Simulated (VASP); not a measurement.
CdH2O2:

```xyz
5
Lattice="3.9274 0.0000 0.0000 -1.9637 3.4012 0.0000 0.0000 0.0000 4.5427" Properties=species:S:1:pos:R:3 pbc="T T T"
Cd    0.0000    2.2675    4.4850
H     0.0000    0.0000    0.0367
H     1.9637    1.1337    1.9619
O     0.0000    0.0000    3.5714
O     1.9637    1.1337    0.9626
```

Base run:

* Program: VASP 6.6.1
* Functional: PBEsol
* Potentials or basis: VASP PAW PBE potentials, release 64 (Cd_sv_GW, H, O)
* Cutoff: 600 eV
* k mesh: 6 × 6 × 4
* Occupations: gaussian, width 0.01 eV
* Spin: no spin polarisation

Its results: band gap on the k mesh 0.97 eV, indirect (least direct gap 1.49 eV); pressure -9.0 GPa; largest force 1.281 eV/Å.

Problem. The run is repeated on the same cell with these changes: potentials or basis from VASP PAW PBE potentials, release 64 (Cd_sv_GW, H, O) to VASP PAW PBE potentials, release 64 (Cd, H, O); cutoff from 600 eV to 520 eV; further incar settings from ALGO = Normal; EDIFF = 1e-06; NBANDS = 25 to ALGO = Normal; EDIFF = 1e-06; NBANDS = 21; valence electrons from 34 to 26. What comes out?

Solution. Band gap on the k mesh 0.96 eV, indirect (least direct gap 1.49 eV); pressure -8.4 GPa; largest force 1.252 eV/Å.

Caveats: the PAW data sets were made with another functional, which shifts forces and pressure a little.

A k mesh can miss the band edges.
